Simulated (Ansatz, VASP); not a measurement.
**Sb: VASP beside Ansatz**

File INCAR:

```
ALGO = Normal ; EDIFF = 1E-8
ENCUT = 520 ; GGA = PE
ISIF = 2 ; ISMEAR = -1
LASPH = True ; LCHARG = False
LEFG = True ; LREAL = False
LWAVE = False ; NBANDS = 12
NELM = 100 ; PREC = Accurate
SIGMA = 0.05
```

The input KPOINTS:

```
k-points
0
Gamma
  13 13 7
```

POSCAR

```
Sb
1.0
    3.3865791545      0.0000000000      0.0000000000
   -1.6932895772      2.9328635797      0.0000000000
    0.0000000000      0.0000000000      5.1965900899
Sb
2
Direct
    0.3333333333      0.6666666667      0.2500000000
    0.6666666667      0.3333333333      0.7500000000
```

Input for Ansatz:

```yaml
crystal:
  lattice:
    - [3.3865791545, 0.0, 0.0]
    - [-1.6932895772, 2.9328635797, 0.0]
    - [0.0, 0.0, 5.1965900899]
  atoms:
    - { symbol: Sb, position: [0.3333333333, 0.6666666667, 0.25] }
    - { symbol: Sb, position: [0.6666666667, 0.3333333333, 0.75] }
kpoints:
  mp_grid: { grid: [13, 13, 7] }
scf:
  occupations: { method: fermi_dirac, width: 0.05 }
hamiltonian:
  xc: pbe
  pseudopotentials: { kind: paw }
output:
  forces: true
  stress: true
  eigenvalues: true
  efg: { contact_densities: true }
```

Change from the starting cell: volume scaled by 0.9405, PAW files.

Alike in both runs: task electric field gradients; functional PBE; k mesh 13 × 13 × 7; occupations fermi-dirac, width 0.05 eV; no spin polarisation.

```csv
,VASP,Ansatz
version,VASP 6.6.1,Ansatz 0.2.0
potentials or method,"VASP PAW PBE potentials, release 64 (Sb)","PAW with Ansatz's default frozen-core files, scalar-relativistic"
plane-wave cutoff (eV),520,420
valence electrons in the cell,10,30
```

```tsv
	VASP	Ansatz	Ansatz less VASP
pressure (GPa)	3.9	4.0	+0.14
traceless stress, the component that is largest in VASP (GPa)	0.13	0.13	+0.004
size of Vzz on the site where it differs most (V/Å²)	18.1	20.2	+2.09
```

VASP's potentials hold 10 valence electrons a cell and Ansatz's 30, so a difference there can come from the potentials and not from the codes.

Spin-orbit coupling is off throughout.
